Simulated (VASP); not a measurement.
SiO2: relaxation of cell and atoms with PBE

The system is SiO2.

```
Si O
1.0
     4.23219    0.00000    0.00000
     0.00000    4.23219    0.00000
     0.00000    0.00000    2.69175
Si O
2 4
Direct
  0.00000 0.00000 0.00000
  0.50000 0.50000 0.50000
  0.30700 0.30700 0.00000
  0.19300 0.80700 0.50000
  0.69300 0.69300 0.00000
  0.80700 0.19300 0.50000
```

```
Program                : VASP 6.6.1
Task                   : relaxation of cell and atoms
Functional             : PBE
Potentials or basis    : VASP PAW PBE potentials, release 64 (Si, O)
Cutoff                 : 600 eV
k mesh                 : 6 × 6 × 8
Occupations            : gaussian, width 0.02 eV
Spin                   : no spin polarisation
Dipole correction      : no
Further INCAR settings : ALGO = Normal; EDIFF = 1e-07; IBRION = 2; EDIFFG = -0.002; NSW = 100; ISIF = 3
```

The relaxed volume is 8.03 Å³/atom, the relaxed cell is a = 4.231 Å, b = 4.231 Å, c = 2.693 Å, α = 90.00°, β = 90.00°, γ = 90.00° and the space group after relaxing (to 0.1 Å) is P4_2/mnm (No. 136). The energy gained by relaxing is 0.0 meV/atom and the ionic steps are 6. The pressure after relaxing is 0.0 GPa and the band gap on the k mesh is 5.04 eV.

Step by step:
| step | energy change (eV) | largest force (eV/Å) | pressure (GPa) | volume (Å³) |
| --- | --- | --- | --- | --- |
| 1 | 0.0000 | 0.0394 | 0.09 | 48.21 |
| 2 | 0.0000 | 0.0221 | -0.29 | 48.24 |
| 3 | -0.0001 | 0.0035 | -0.13 | 48.23 |
| 4 | -0.0001 | 0.0015 | 0.05 | 48.19 |
| 5 | -0.0001 | 0.0007 | 0.03 | 48.20 |
| 6 | -0.0001 | 0.0001 | -0.01 | 48.20 |

Final structure:
```
Si O
1.0
     4.23088    0.00000    0.00000
     0.00000    4.23088    0.00000
     0.00000    0.00000    2.69271
Si O
2 4
Direct
  0.00000 0.00000 0.00000
  0.50000 0.50000 0.50000
  0.30675 0.30675 0.00000
  0.19325 0.80675 0.50000
  0.69325 0.69325 0.00000
  0.80675 0.19325 0.50000
```

Levels at points of the mesh, in eV from the valence-band top:
```tsv
k point	band 14	band 15	band 16	band 17	band 18	band 19
(0.00, 0.00, 0.00)	-0.85	-0.85	0.00	5.04	6.59	8.27
(0.50, 0.00, 0.00)	-2.62	-1.04	-1.04	7.30	7.30	8.87
(0.50, 0.50, 0.00)	-2.55	-2.17	-2.17	7.02	7.02	9.77
(0.00, 0.00, 0.50)	-2.89	-2.57	-2.57	8.65	8.65	12.25
(0.50, 0.00, 0.50)	-2.21	-1.67	-1.67	8.44	8.44	9.46
(0.50, 0.50, 0.50)	-1.72	-1.47	-1.47	6.81	6.81	10.72
```

Run time: 87 s on 1 thread of AMD EPYC 9R45 96-Core Processor (Zen 5), on a shared host, peak memory 0.17 GiB.

A k mesh can miss the band edges.
